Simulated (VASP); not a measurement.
Wanted: the native input for a VASP 6.6.1 run.

```
Task                   : relaxation of the atoms
Functional             : PBE
Dispersion             : D3(BJ)
Potentials or basis    : VASP PAW PBE potentials, release 64 (Sn_d, O)
Cutoff                 : 520 eV
k mesh                 : 6 × 6 × 1
Occupations            : gaussian, width 0.02 eV
Spin                   : no spin polarisation
Dipole correction      : yes
Further INCAR settings : ALGO = Normal; EDIFF = 1e-07; IBRION = 2; EDIFFG = -0.01; NSW = 60
```

The structure of SnO lies in POSCAR:

```
SnO
1.0
    3.6677380343      0.0000000000      0.0000000000
    0.0000000000      3.6677380343      0.0000000000
    0.0000000000      0.0000000000     30.6334027017
Sn O
2 2
Direct
    0.5000000000      0.0000000000      0.4614138404
    0.0000000000      0.5000000000      0.5385861596
    0.0000000000      0.0000000000      0.5000000000
    0.5000000000      0.5000000000      0.5000000000
```

This cell differs from its parent crystal: biaxial strain -0.040.

One way to write it, as run:

INCAR

```
SYSTEM = SnO
PREC = Accurate
ENCUT = 520
EDIFF = 1E-7
ISMEAR = 0
SIGMA = 0.02
LREAL = .False.
LASPH = .True.
NELM = 80
ALGO = Normal
ISIF = 2
LWAVE = .False.
LCHARG = .False.
LDIPOL = .True.
IDIPOL = 3
DIPOL = 0.5 0.5 0.500
GGA = PE
IVDW = 12
IBRION = 2
NSW = 60
EDIFFG = -0.01
```

KPOINTS

```
regular mesh
0
Gamma
  6 6 1
  0 0 0
```

Potentials or basis: VASP PAW PBE potentials, release 64 (Sn_d, O).

Launch:

```sh
$ cat potpaw_PBE.64/Sn_d/POTCAR potpaw_PBE.64/O/POTCAR > POTCAR
$ mpirun -np 1 vasp_std > vasp.out
```

It gave:

* Energy gained by relaxing: 14.4 meV/atom
* Ionic steps: 3
* Band gap on the k mesh: 3.14 eV (least direct gap 3.24 eV)
* Dispersion energy per atom: -0.148 eV

Caveat: the cell differs from its parent crystal (biaxial strain -0.040); spin-orbit coupling is left out, which moves the levels of the heavy elements.

Run time: 5.8 min on 1 thread of Oxide Virtual Turin-like Processor, on a shared host, peak memory 0.49 GiB.
